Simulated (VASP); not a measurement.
Set up this calculation in VASP 6.6.1, as the native input.

- Task: single point
- Functional: PBE
- Potentials or basis: VASP PAW PBE potentials, release 64 (Hf_pv, C)
- Cutoff: 520 eV
- k mesh: 14 × 14 × 14
- Occupations: fermi-dirac, width 0.08 eV
- Spin: no spin polarisation
- Dipole correction: no
- Further INCAR settings: ALGO = Normal; EDIFF = 1e-06; NBANDS = 14

The structure of HfC (CsCl type) lies in POSCAR:

```
HfC
1.0
    2.7804177010      0.0000000000      0.0000000000
    0.0000000000      2.7804177010      0.0000000000
    0.0000000000      0.0000000000      2.7804177010
Hf C
1 1
Direct
    0.0000000000      0.0000000000      0.0000000000
    0.5000000000      0.5000000000      0.5000000000
```

This cell differs from its parent crystal: volume scaled by 0.88.

These files were run (other wordings do the same):

INCAR

```
SYSTEM = HfC
PREC = Accurate
ENCUT = 520
EDIFF = 1E-6
ISMEAR = -1
SIGMA = 0.08
LREAL = .False.
LASPH = .True.
NELM = 60
ALGO = Normal
ISIF = 2
LWAVE = .False.
LCHARG = .False.
GGA = PE
NBANDS = 14
```

KPOINTS

```
Automatic mesh
0
Gamma
  14 14 14
  0 0 0
```

Potentials or basis: VASP PAW PBE potentials, release 64 (Hf_pv, C).

The run is started by

```console
$ cat potpaw_PBE.64/Hf_pv/POTCAR potpaw_PBE.64/C/POTCAR > POTCAR
$ mpirun -np 1 vasp_std > vasp.out
```

It gave:

```yaml
Pressure: 31.9 GPa
Band_gap_on_the_k_mesh: zero (band 7 reaches 8.96 eV, above the bottom of band 8 at 6.68 eV)
```

Caveat: spin-orbit coupling is left out, which moves the levels of the heavy elements.

Wall time 9.3 s on 1 thread of Intel(R) Xeon(R) 6975P-C (Granite Rapids), on a shared host, peak memory 0.16 GiB.
